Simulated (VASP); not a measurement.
# GaN (P6_3mc) in VASP: a series of runs

The runs below take GaN through single point, with PBEsol.

Program: VASP 6.6.1. These are calculated values, not measurements. Logs are shortened: lines on timing, memory, paths and dates and some standing lists are left out, and cuts for length are marked.

**Measured values to compare with.**

“Studying electronic properties in GaN without electrical contacts using γ-γ vs e−-γ Perturbed Angular Correlations”, 2019, pmc:6823545 quotes, for a bulk crystal of GaN: band gap 3.503 ± 0.005 eV (direct).

How close the calculation comes is told below.

## Step 1: The cell of the first run

Symmetry: P6_3mc, No. 186, hexagonal system. The conventional cell has a = 3.180 Å, b = 3.180 Å, c = 5.166 Å, α = 90.00°, β = 90.00°, γ = 120.00°. Within 2.6 Å of Ga (site symmetry 3m) lie 4 N at 1.94 to 1.95 Å. Within 2.6 Å of N (site symmetry 3m) lie 4 Ga at 1.94 to 1.95 Å.

## Step 2: Single point, PBEsol

INCAR

```
SYSTEM = GaN
ALGO = Normal
EDIFF = 1E-6
ENCUT = 600
GGA = PS
GGA_COMPAT = .False.
ISIF = 2
ISMEAR = 0
LASPH = .True.
LCHARG = .False.
LREAL = .False.
LWAVE = .False.
NBANDS = 26
NELM = 120
PREC = Accurate
SIGMA = 0.01
```

KPOINTS

```
k-points
0
Gamma
  3 3 2
  0 0 0
```

POSCAR

```
GaN
1.0
    3.1800000000      0.0000000000      0.0000000000
   -1.5900000000      2.7539607840      0.0000000000
    0.0000000000      0.0000000000      5.1660000000
Ga N
2 2
Direct
    0.3333333333      0.6666666667      0.0000000000
    0.6666666667      0.3333333333      0.5000000000
    0.3333333333      0.6666666667      0.3750000000
    0.6666666667      0.3333333333      0.8750000000
```

Potentials or basis: VASP PAW PBE potentials, release 64 (Ga_d, N).

On the command line:

```sh
$ cat potpaw_PBE.64/Ga_d/POTCAR potpaw_PBE.64/N/POTCAR > POTCAR
$ mpirun -np 1 vasp_std > vasp.out
```

OUTCAR:

```text
SYSTEM = GaN
   EDIFF = 1E-6
   ENCUT = 600
   GGA = PS
   ISIF = 2
   ISMEAR = 0
   LASPH = .True.
   LREAL = .False.
   NELM = 120
   PREC = Accurate

 ion  position               nearest neighbor table
   1  0.333  0.667  0.000-   3 1.94   4 1.95   4 1.95   4 1.95
   2  0.667  0.333  0.500-   4 1.94   3 1.95   3 1.95   3 1.95
   3  0.333  0.667  0.375-   1 1.94   2 1.95   2 1.95   2 1.95
   4  0.667  0.333  0.875-   2 1.94   1 1.95   1 1.95   1 1.95

  LATTYP: Found a hexagonal cell.
 ALAT       =     3.1800000000
 C/A-ratio  =     1.6245283019

  Lattice vectors:

 A1 = (   3.1800000000,   0.0000000000,   0.0000000000)
 A2 = (  -1.5900000000,   2.7539607840,   0.0000000000)
 A3 = (   0.0000000000,   0.0000000000,   5.1660000000)

Analysis of symmetry for initial positions (statically):
=====================================================================
 Subroutine PRICEL returns:
 Original cell was already a primitive cell.

 Routine SETGRP: Setting up the symmetry group for a
 hexagonal supercell.

 Subroutine GETGRP returns: Found 12 space group operations
 (whereof  6 operations were pure point group operations)
 out of a pool of 24 trial point group operations.

The static configuration has the point symmetry C_3v.
 The point group associated with its full space group is C_6v.

Analysis of symmetry for dynamics (positions and initial velocities):
=====================================================================
 Subroutine PRICEL returns:
 Original cell was already a primitive cell.

 Routine SETGRP: Setting up the symmetry group for a
 hexagonal supercell.

 Subroutine GETGRP returns: Found 12 space group operations
 (whereof  6 operations were pure point group operations)
 out of a pool of 24 trial point group operations.

The dynamic configuration has the point symmetry C_3v.
 The point group associated with its full space group is C_6v.

 Subroutine INISYM returns: Found 12 space group operations
 (whereof  6 operations are pure point group operations),
 and found     1 'primitive' translations

----------------------------------------------------------------------------------------

                                     Primitive cell

  volume of cell :      45.2417

  direct lattice vectors                    reciprocal lattice vectors
     3.180000000  0.000000000  0.000000000     0.314465409  0.181556688  0.000000000
    -1.590000000  2.753960784  0.000000000     0.000000000  0.363113377  0.000000000
     0.000000000  0.000000000  5.166000000     0.000000000  0.000000000  0.193573364

  length of vectors
     3.180000000  3.180000000  5.166000000     0.363113377  0.363113377  0.193573364

  position of ions in fractional coordinates (direct lattice)
     0.333333333  0.666666667  0.000000000
     0.666666667  0.333333333  0.500000000
     0.333333333  0.666666667  0.375000000
     0.666666667  0.333333333  0.875000000

  ion indices of the primitive-cell ions
   primitive index   ion index
                 1           1
                 2           2
                 3           3
                 4           4

----------------------------------------------------------------------------------------

 KPOINTS: k-points

Automatic generation of k-mesh.
 Grid dimensions read from file:
 generate k-points for:    3    3    2

 Generating k-lattice:

  Cartesian coordinates                     Fractional coordinates (reciprocal lattice)
     0.104821803  0.060518896  0.000000000     0.333333333  0.000000000  0.000000000
     0.000000000  0.121037792  0.000000000     0.000000000  0.333333333  0.000000000
     0.000000000  0.000000000  0.096786682     0.000000000  0.000000000  0.500000000

  Length of vectors
     0.121037792  0.121037792  0.096786682

  Shift w.r.t. Gamma in fractional coordinates (k-lattice)
     0.000000000  0.000000000  0.000000000

 Subroutine IBZKPT returns following result:
 ===========================================

 Found      6 irreducible k-points:

 Following reciprocal coordinates:
            Coordinates               Weight
  0.000000  0.000000  0.000000      1.000000
  0.333333  0.000000  0.000000      6.000000
  0.333333  0.333333  0.000000      2.000000
  0.000000  0.000000  0.500000      1.000000
  0.333333  0.000000  0.500000      6.000000
  0.333333  0.333333  0.500000      2.000000
   k-points           NKPTS =      6   k-points in BZ     NKDIM =      6   number of bands    NBANDS=     26
   number of dos      NEDOS =    301   number of ions     NIONS =      4
   total plane-waves  NPLWV =  32928
   dimension x,y,z NGX =    28 NGY =   28 NGZ =   42
   dimension x,y,z NGXF=    56 NGYF=   56 NGZF=   84
   ions per type =               2   2
   NGX,Y,Z   is equivalent  to a cutoff of  14.64, 14.64, 13.52 a.u.
   NGXF,Y,Z  is equivalent  to a cutoff of  29.28, 29.28, 27.03 a.u.
 SYSTEM =  GaN
   PREC   = accura    normal or accurate (medium, high low for compatibility)
   ISTART =      0    job   : 0-new  1-cont  2-samecut
   ICHARG =      2    charge: 1-file 2-atom 10-const
   ISPIN  =      1    spin polarized calculation?
   LNONCOLLINEAR =      F non collinear calculations
   LSORBIT =      F    spin-orbit coupling
   LASPH  =      T    aspherical Exc in radial PAW
   ENCUT  =  600.0 eV  44.10 Ry    6.64 a.u.   6.35  6.35 10.32*2*pi/ulx,y,z
   NELM   =    120;   NELMIN=  2; NELMDL= -5     # of ELM steps
   EDIFF  = 0.1E-05   stopping-criterion for ELM
   LREAL  =      F    real-space projection
   EDIFFG = 0.1E-04   stopping-criterion for IOM
   NSW    =      0    number of steps for IOM
   IBRION =     -1    ionic relax: 0-MD 1-quasi-New 2-CG
   NFREE  =      0    steps in history (QN), initial steepest desc. (CG)
   ISIF   =      2    stress and relaxation
   ISYM   =      2    0-nonsym 1-usesym 2-fastsym
   POTIM  = 0.5000    time-step for ionic-motion
   TEBEG  =    0.0;   TEEND  =   0.0 temperature during run
   PSTRESS=    0.0 pullay stress
   NELECT =      36.0000    total number of electrons
   NUPDOWN=      -1.0000    fix difference up-down
   EMIN   =  10.00;   EMAX   =-10.00  energy-range for DOS
   EFERMI =   0.00;   METHOD = LEGACY
   ISMEAR =     0;   SIGMA  =   0.01  broadening in eV -4-tet -1-fermi 0-gaus
   EFERMI_NEDOS =   21; number of points for ismear=-14 and -15
   IALGO  =     38    algorithm
   IMIX   =      4    mixing-type and parameters
     AMIX     =   0.40;   BMIX     =  1.00
     AMIX_MAG =   1.60;   BMIX_MAG =  1.00
  volume/ion in A,a.u.               =      11.31        76.33
  Fermi-wavevector in a.u.,A,eV,Ry     =   1.517036  2.866782 31.312427  2.301398
  Thomas-Fermi vector in A             =   2.626345
   LORBIT       =      0    0 simple, 1 ext, 2 COOP (PROOUT), +10 PAW based schemes
   GGA     = PS    functional components
   LHFCALC =     F    Hartree Fock is set to
   AEXX    =    0.0000 exact exchange contribution
   IVDW    =     0    specifies the selected vdW correction
   LEPSILON=     F    determine dielectric tensor
   LRPA    =     F    only Hartree local field effects (RPA)
 non-spin polarized calculation
 Gauss-broadening in eV      SIGMA  =   0.01
  energy-cutoff  :      600.00
  volume of cell :       45.24
 maximum number of plane-waves:      1521
 NGX is ok and might be reduce to    28
   NGX = 13   NGY = 13   NGZ = 21

 number of electron      35.9999995 magnetization

 Free energy of the ion-electron system (eV)
  ---------------------------------------------------
  ext. energy  EPLUGINS =         0.00000000
  ---------------------------------------------------
  free energy    TOTEN  =       -25.96014092 eV

  energy without entropy =      -25.96014092  energy(sigma->0) =      -25.96014092

 E-fermi :   5.4896     XC(G=0): -11.9401

 val. band max:        5.3897983681   @ k =   0.0000   0.0000   0.0000
 cond. band min:       7.2768834140   @ k =   0.0000   0.0000   0.0000
 fundamental gap:      1.8870850459
 Fermi energy:         5.4895648647

 k-point     1 :       0.0000    0.0000    0.0000
  band No.  band energies     occupation
      1     -10.7092      2.00000
      2      -9.7297      2.00000
      3      -8.1220      2.00000
      4      -8.0955      2.00000
      5      -8.0955      2.00000
      6      -8.0304      2.00000
[... 18 lines left out ...]
     25      16.9995      0.00000
     26      16.9995      0.00000

 k-point     2 :       0.3333    0.0000    0.0000
  band No.  band energies     occupation
      1      -9.9458      2.00000
      2      -9.5818      2.00000
      3      -8.0477      2.00000
      4      -8.0260      2.00000
      5      -7.9490      2.00000
      6      -7.8798      2.00000
[... 18 lines left out ...]
     25      16.8560      0.00000
     26      18.6336      0.00000

 k-point     3 :       0.3333    0.3333    0.0000
  band No.  band energies     occupation
      1      -9.6033      2.00000
      2      -9.6033      2.00000
      3      -8.1060      2.00000
      4      -7.8880      2.00000
      5      -7.8880      2.00000
      6      -7.8672      2.00000
[... 18 lines left out ...]
     25      17.8912      0.00000
     26      17.8929      0.00000

 k-point     4 :       0.0000    0.0000    0.5000
  band No.  band energies     occupation
      1     -10.1101      2.00000
      2     -10.1101      2.00000
      3      -8.0739      2.00000
      4      -8.0739      2.00000
      5      -8.0739      2.00000
      6      -8.0739      2.00000
[... 18 lines left out ...]
     25      15.6539      0.00000
     26      15.6539      0.00000

 k-point     5 :       0.3333    0.0000    0.5000
  band No.  band energies     occupation
      1      -9.6852      2.00000
      2      -9.6852      2.00000
      3      -8.0407      2.00000
      4      -8.0407      2.00000
      5      -7.9471      2.00000
      6      -7.9471      2.00000
[... 18 lines left out ...]
     25      17.2644      0.00000
     26      17.2644      0.00000

 k-point     6 :       0.3333    0.3333    0.5000
  band No.  band energies     occupation
      1      -9.5544      2.00000
      2      -9.5544      2.00000
      3      -7.9801      2.00000
      4      -7.9801      2.00000
      5      -7.9596      2.00000
      6      -7.9596      2.00000
[... 18 lines left out ...]
     25      19.2155      0.00000
     26      19.2192      0.00000

------------------------ aborting loop because EDIFF is reached ----------------------------------------

  FORCE on cell =-STRESS in cart. coord.  units (eV):
  Direction    XX          YY          ZZ          XY          YZ          ZX
  --------------------------------------------------------------------------------------
  -------------------------------------------------------------------------------------
  Total        0.2505085      0.2505085      0.2277934      0.0000000      0.0000000     -0.0000000
  in kB        8.8714334      8.8714334      8.0670069      0.0000000      0.0000000     -0.0000000
  external PRESSURE =       8.6032912 kB  Pullay stress =       0.0000000 kB

 VOLUME and BASIS-vectors are now :
 -----------------------------------------------------------------------------
  energy-cutoff  :      600.00
  volume of cell :       45.24
      direct lattice vectors                 reciprocal lattice vectors
     3.180000000  0.000000000  0.000000000     0.314465409  0.181556688  0.000000000
    -1.590000000  2.753960784  0.000000000     0.000000000  0.363113377  0.000000000
     0.000000000  0.000000000  5.166000000     0.000000000  0.000000000  0.193573364

 POSITION                                       TOTAL-FORCE (eV/Angst)
 -----------------------------------------------------------------------------------
     -0.00000      1.83597      0.00000         0.000000      0.000000     -0.117835
      1.59000      0.91799      2.58300        -0.000000     -0.000000     -0.117835
     -0.00000      1.83597      1.93725         0.000000      0.000000      0.117835
      1.59000      0.91799      4.52025        -0.000000      0.000000      0.117835
 -----------------------------------------------------------------------------------
    total drift:                               -0.000000     -0.000000      0.000046

  FREE ENERGIE OF THE ION-ELECTRON SYSTEM (eV)
  ---------------------------------------------------
  free  energy   TOTEN  =       -25.9601409246 eV

  energy  without entropy=      -25.9601409246  energy(sigma->0) =      -25.96014092
```

Run time: 14 s. Hardware: 1 thread of AMD EPYC 7R13 (Zen 3), shared host; peak memory 0.14 GiB.

What came out:

| Property | Result |
| --- | --- |
| Free energy | -25.9601 eV |
| Pressure | 0.9 GPa |
| Largest force | 0.118 eV/Å |
| Band gap on the k mesh | 1.89 eV |

Forces in eV/Å, atoms in the order of the input:
```
Ga   0.000  0.000 -0.118
Ga   0.000  0.000 -0.118
N    0.000  0.000  0.118
N    0.000  0.000  0.118
```

Caveat: the k points lie up to 0.76 Å⁻¹ apart; the PAW data sets were made with another functional, which shifts forces and pressure a little. PBEsol gaps usually lie below the measured ones, often by a third to a half.

## Step 3: Single point, PBEsol

INCAR is that of step 2.

KPOINTS

```
k-points
0
Gamma
  4 4 2
  0 0 0
```

POSCAR is that of step 2.

Potentials or basis: VASP PAW PBE potentials, release 64 (Ga_d, N).

On the command line:

```sh
$ cat potpaw_PBE.64/Ga_d/POTCAR potpaw_PBE.64/N/POTCAR > POTCAR
$ mpirun -np 1 vasp_std > vasp.out
```

Run time: 22 s. Hardware: 1 thread of AMD EPYC 7R13 (Zen 3), shared host; peak memory 0.14 GiB.

It converged, with:

| Property | Result |
| --- | --- |
| Free energy | -26.2015 eV |
| Pressure | 0.6 GPa |
| Largest force | 0.127 eV/Å |
| Band gap on the k mesh | 1.92 eV |

Forces on the atoms (eV/Å):
```
Ga   0.000  0.000 -0.127
Ga   0.000  0.000 -0.127
N    0.000  0.000  0.127
N    0.000  0.000  0.127
```

Stress tensor (GPa, compression positive):
```
0.03 0.00 0.00
0.00 0.03 0.00
0.00 0.00 1.67
```

Levels at points of the mesh, in eV from the valence-band top:
| k point | band 14 | band 15 | band 16 | band 17 | band 18 | band 19 | band 20 | band 21 | band 22 | band 23 |
| --- | --- | --- | --- | --- | --- | --- | --- | --- | --- | --- |
| (0.00, 0.00, 0.00) | -1.08 | -1.08 | -0.07 | 0.00 | 0.00 | 1.92 | 4.21 | 9.15 | 9.80 | 9.80 |
| (0.50, 0.00, 0.00) | -5.35 | -4.34 | -2.82 | -2.32 | -1.00 | 4.92 | 5.53 | 5.95 | 8.62 | 10.27 |
| (0.00, 0.00, 0.50) | -3.91 | -0.55 | -0.55 | -0.55 | -0.55 | 4.22 | 4.22 | 8.42 | 8.42 | 10.32 |
| (0.50, 0.00, 0.50) | -6.73 | -1.99 | -1.99 | -1.96 | -1.96 | 4.29 | 4.29 | 7.74 | 7.74 | 9.91 |

Caveat: the k points lie up to 0.61 Å⁻¹ apart; the PAW data sets were made with another functional, which shifts forces and pressure a little.

(Part 1 of 2 ends here.)
